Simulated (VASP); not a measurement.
**Na2S: single point with PBE**

Na2S:

```
Na S
1.0
     0.00000    3.31658    3.31658
     3.31658    0.00000    3.31658
     3.31658    3.31658    0.00000
Na S
2 1
Direct
  0.25000 0.25000 0.25000
  0.75000 0.75000 0.75000
  0.00000 0.00000 0.00000
```

```
Program             : VASP 6.6.1
Task                : single point
Functional          : PBE
Potentials or basis : VASP PAW PBE potentials, release 64 (Na_pv, S)
Cutoff              : 500 eV
k mesh              : 5 × 5 × 5
Occupations         : gaussian, width 0.01 eV
Spin                : no spin polarisation
```

```
Pressure               : -0.8 GPa
Band gap on the k mesh : 2.35 eV, direct
```

Levels at points of the mesh, in eV from the valence-band top:
```
           k point  band 6  band 7  band 8  band 9  band 10  band 11  band 12  band 13  band 14  band 15
(0.00, 0.00, 0.00)  -22.29  -10.09    0.00    0.00     0.00     2.35     7.60     7.60     7.60     9.26
```

It took 16 s on 1 thread of Intel Xeon 6975P-C (shared host), peak memory 0.2 GiB.

PBE gaps usually lie below the measured ones, often by a third to a half.
